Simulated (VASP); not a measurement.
# Si16Ge (a cell with a defect) in VASP: further runs, part 2 of 2

VASP 6.6.1. The steps go on from the part before.

### Step 4. Single point, PBEsol

INCAR reads:

```
PREC     = Accurate       # precision mode
ENCUT    = 520            # plane-wave cutoff, eV
EDIFF    = 1E-6           # SCF threshold, eV
ISMEAR   = 0              # smearing method
SIGMA    = 0.05           # smearing width, eV
LREAL    = Auto         
LASPH    = T              # aspherical terms in the spheres
NELM     = 100            # most SCF steps
ALGO     = Normal         # electronic algorithm
ISIF     = 2              # what is computed and relaxed
LWAVE    = F              # write WAVECAR
LCHARG   = F              # write CHGCAR
GGA      = PS             # functional
NBANDS   = 53             # bands
```

KPOINTS reads:

```
regular mesh
0
Gamma
  2 2 2
```

POSCAR reads:

```
Si16Ge
1.0
    0.0000000000      5.4300000000      5.4300000000
    5.4300000000      0.0000000000      5.4300000000
    5.4300000000      5.4300000000      0.0000000000
Si Ge
16 1
Direct
   -0.0120640884      0.0041808471      0.0037187845
    0.1199990792      0.1297217311      0.1292384899
    0.0004103131     -0.0021209945      0.5005933702
    0.1201651934      0.1297198895      0.6204075506
    0.0002355433      0.5010856354     -0.0023915285
    0.1199980663      0.6210586556      0.1292367403
    0.0004079190      0.5011298343      0.5005915285
    0.1247846225      0.6251708103      0.6248824125
    0.5031058932      0.0043139963      0.0033152855
    0.6242336096      0.1256286372      0.1245350829
    0.5034759669      0.0041571823      0.4882291897
    0.6290556169      0.1296944751      0.6202213628
    0.5031021179      0.4892899632      0.0033144567
    0.6288081031      0.6211307551      0.1289500921
    0.4975146409      0.5010616022      0.5003787293
    0.6290526703      0.6210482505      0.6202215470
    0.3742197053      0.8756414365      0.8745244936
```

Potentials or basis: VASP PAW PBE potentials, release 64 (Si, Ge_d).

The run is started by

```sh
$ cat potpaw_PBE.64/Si/POTCAR potpaw_PBE.64/Ge_d/POTCAR > POTCAR
$ mpirun -np 1 vasp_std > vasp.out
```

OUTCAR:

```text
PREC = Accurate
   ENCUT = 520
   EDIFF = 1E-6
   ISMEAR = 0
   LREAL = Auto
   LASPH = T
   NELM = 100
   ISIF = 2
   GGA = PS

 ion  position               nearest neighbor table
   1  0.988  0.004  0.004-  10 2.28   6 2.40   2 2.40   4 2.40  17 2.42
   2  0.120  0.130  0.129-   3 2.33   5 2.33   9 2.40   1 2.40  17 2.76
   3  0.000  0.998  0.501-  12 2.33   2 2.33   4 2.33   8 2.34
   4  0.120  0.130  0.620-   7 2.33   3 2.33  11 2.40   1 2.40  17 2.76
   5  0.000  0.501  0.998-   6 2.33   2 2.33  14 2.33   8 2.34
   6  0.120  0.621  0.129-   7 2.33   5 2.33  13 2.40   1 2.40  17 2.76
   7  0.000  0.501  0.501-  16 2.33   6 2.33   4 2.33   8 2.34
   8  0.125  0.625  0.625-   3 2.34   7 2.34   5 2.34  15 2.34
   9  0.503  0.004  0.003-  10 2.28  12 2.40   2 2.40  14 2.40  17 2.42
  10  0.624  0.126  0.125-  13 2.28   9 2.28  11 2.28   1 2.28
  11  0.503  0.004  0.488-  10 2.28  16 2.40  12 2.40   4 2.40  17 2.42
  12  0.629  0.130  0.620-   3 2.33  15 2.33   9 2.40  11 2.40  17 2.76
  13  0.503  0.489  0.003-  10 2.28  16 2.40   6 2.40  14 2.40  17 2.42
  14  0.629  0.621  0.129-   5 2.33  15 2.33  13 2.40   9 2.40  17 2.76
  15  0.498  0.501  0.500-  12 2.33  16 2.33  14 2.33   8 2.34
  16  0.629  0.621  0.620-   7 2.33  15 2.33  13 2.40  11 2.40  17 2.76
  17  0.374  0.876  0.875-   1 2.42  11 2.42   9 2.42  13 2.42   4 2.76   2 2.76   6 2.76  12 2.76
                            16 2.76  14 2.76

  LATTYP: Found a face centered cubic cell.
 ALAT       =    10.8600000000

  Lattice vectors:

 A1 = (   0.0000000000,   5.4300000000,   5.4300000000)
 A2 = (   5.4300000000,   0.0000000000,   5.4300000000)
 A3 = (   5.4300000000,   5.4300000000,   0.0000000000)

Analysis of symmetry for initial positions (statically):
=====================================================================
 Subroutine PRICEL returns:
 Original cell was already a primitive cell.
[... 157 lines left out ...]
  Fermi-wavevector in a.u.,A,eV,Ry     =   1.022421  1.932096 14.222785  1.045345
  Thomas-Fermi vector in A             =   2.156100
   LORBIT       =      0    0 simple, 1 ext, 2 COOP (PROOUT), +10 PAW based schemes
   GGA     = PS    functional components
   LHFCALC =     F    Hartree Fock is set to
   AEXX    =    0.0000 exact exchange contribution
   IVDW    =     0    specifies the selected vdW correction
   LEPSILON=     F    determine dielectric tensor
   LRPA    =     F    only Hartree local field effects (RPA)
 non-spin polarized calculation
 Gauss-broadening in eV      SIGMA  =   0.05
  energy-cutoff  :      520.00
  volume of cell :      320.21
 maximum number of plane-waves:      8646
 NGX is ok and might be reduce to    60
   NGX = 29   NGY = 29   NGZ = 29

 number of electron      77.9999998 magnetization

 Free energy of the ion-electron system (eV)
  ---------------------------------------------------
  ext. energy  EPLUGINS =         0.00000000
  ---------------------------------------------------
  free energy    TOTEN  =       -92.78724564 eV

  energy without entropy =      -92.77902441  energy(sigma->0) =      -92.78313503

 E-fermi :   6.7945     XC(G=0):  -9.8842

 val. band max:        6.5582592205   @ k =   0.0000   0.0000   0.0000
 cond. band min:       6.7953898864   @ k =   0.0000   0.0000   0.0000
 fundamental gap:      0.2371306659
 Fermi energy:         6.7944967547

 k-point     1 :       0.0000    0.0000    0.0000
  band No.  band energies     occupation
      1     -18.2741      2.00000
      2     -18.2740      2.00000
      3     -18.2740      2.00000
      4     -18.2602      2.00000
      5     -18.2600      2.00000
      6      -6.6141      2.00000
[... 421 lines left out ...]
     50      10.2125      0.00000
     51      10.2135      0.00000
 [bands above 51 left out]

------------------------ aborting loop because EDIFF is reached ----------------------------------------

  FORCE on cell =-STRESS in cart. coord.  units (eV):
  Direction    XX          YY          ZZ          XY          YZ          ZX
  --------------------------------------------------------------------------------------
  -------------------------------------------------------------------------------------
  Total        9.4493308      9.4197466      9.4494723      0.0000185      0.0000810      0.0025081
  in kB       47.2805098     47.1324830     47.2812178      0.0000925      0.0004055      0.0125493
  external PRESSURE =      47.2314035 kB  Pullay stress =       0.0000000 kB

 VOLUME and BASIS-vectors are now :
 -----------------------------------------------------------------------------
  energy-cutoff  :      520.00
  volume of cell :      320.21
      direct lattice vectors                 reciprocal lattice vectors
     0.000000000  5.430000000  5.430000000    -0.092081031  0.092081031  0.092081031
     5.430000000  0.000000000  5.430000000     0.092081031 -0.092081031  0.092081031
     5.430000000  5.430000000  0.000000000     0.092081031  0.092081031 -0.092081031

 POSITION                                       TOTAL-FORCE (eV/Angst)
 -----------------------------------------------------------------------------------
      0.04289      5.38468      5.38719        -0.001787      0.001023      0.001704
      1.40615      1.35336      1.35598        -0.002457     -0.000610      0.000997
      8.13671      2.72045      5.42071        -0.001061      0.000734     -0.000317
      4.07319      4.02131      1.35688        -0.000271      0.001711      0.000241
      8.13791      5.41829      2.72217        -0.000960     -0.002533      0.000914
      4.07410      1.35334      4.02394        -0.000717     -0.000947      0.002790
[... 9 lines left out ...]
      6.74010      6.78356      6.78805         0.003260     -0.001613     -0.000854
      9.50340      6.78068      6.78675        -0.000336      0.002618      0.000285
 -----------------------------------------------------------------------------------
    total drift:                               -0.000381      0.001437      0.000146

  FREE ENERGIE OF THE ION-ELECTRON SYSTEM (eV)
  ---------------------------------------------------
  free  energy   TOTEN  =       -92.7872456424 eV

  energy  without entropy=      -92.7790244133  energy(sigma->0) =      -92.78313503
```

stdout:

```text
POSCAR found type information on POSCAR SiGe
 POSCAR found :  2 types and      17 ions
 scaLAPACK will be used
 -----------------------------------------------------------------------------
|                                                                             |
|                                                                             |
|     You enforced a specific xc type in the INCAR file but a different       |
|     I HOPE YOU KNOW WHAT YOU ARE DOING!                                     |
|                                                                             |
 -----------------------------------------------------------------------------

 LDA part: xc-table for (Slater+PW92), standard interpolation
 POSCAR, INCAR and KPOINTS ok, starting setup
 FFT: planning ... GRIDC
 FFT: planning ... GRID_SOFT
 FFT: planning ... GRID
 WAVECAR not read
 entering main loop
```

It took 2.3 min on 1 thread of Intel Xeon 6975P-C (Granite Rapids), shared host; peak memory 0.48 GiB.

Results:

| Property | Result |
| --- | --- |
| Free energy | -92.7872 eV |
| Pressure | 4.7 GPa |
| Largest force | 0.007 eV/Å |
| Band gap on the k mesh | zero (bands 39 and 40 overlap by 0.31 eV) |

Forces on the atoms (eV/Å):
```
Si  -0.002  0.001  0.002
Si  -0.002 -0.001  0.001
Si  -0.001  0.001  0.000
Si   0.000  0.002  0.000
Si  -0.001 -0.003  0.001
Si  -0.001 -0.001  0.003
Si   0.000  0.001  0.001
Si   0.000  0.000  0.000
Si  -0.003  0.000 -0.003
Si  -0.001  0.007  0.001
Si   0.002  0.001 -0.003
Si   0.001 -0.002 -0.003
Si   0.002  0.000  0.002
Si   0.000 -0.006  0.000
Si   0.002 -0.002 -0.002
Si   0.003 -0.002 -0.001
Ge   0.000  0.003  0.000
```

Levels at points of the mesh, in eV from the Fermi level:
| k point | band 35 | band 36 | band 37 | band 38 | band 39 | band 40 | band 41 | band 42 | band 43 | band 44 |
| --- | --- | --- | --- | --- | --- | --- | --- | --- | --- | --- |
| (0.00, 0.00, 0.00) | -1.67 | -0.72 | -0.72 | -0.72 | -0.24 | -0.24 | -0.24 | 0.00 | 0.00 | 0.45 |
| (0.50, 0.00, 0.00) | -1.44 | -1.44 | -1.38 | -1.38 | -0.31 | 0.53 | 0.53 | 0.87 | 0.87 | 1.26 |
| (0.00, 0.50, 0.00) | -1.44 | -1.44 | -1.38 | -1.38 | -0.31 | 0.52 | 0.53 | 0.87 | 0.87 | 1.26 |
| (0.00, 0.00, 0.50) | -1.44 | -1.44 | -1.38 | -1.38 | -0.31 | 0.53 | 0.53 | 0.87 | 0.87 | 1.26 |
| (0.50, 0.50, 0.50) | -1.44 | -1.44 | -1.38 | -1.38 | -0.31 | 0.52 | 0.53 | 0.87 | 0.87 | 1.26 |
| (0.50, 0.50, 0.00) | -2.00 | -1.99 | -1.82 | -1.26 | 0.07 | 0.81 | 1.06 | 1.07 | 1.07 | 1.94 |
| (0.00, 0.50, 0.50) | -2.00 | -1.99 | -1.82 | -1.26 | 0.07 | 0.81 | 1.06 | 1.07 | 1.07 | 1.94 |
| (0.50, 0.00, 0.50) | -1.99 | -1.99 | -1.82 | -1.26 | 0.07 | 0.81 | 1.06 | 1.07 | 1.07 | 1.94 |

Caveat: the k points lie up to 0.50 Å⁻¹ apart; the PAW data sets were made with another functional, which shifts forces and pressure a little.
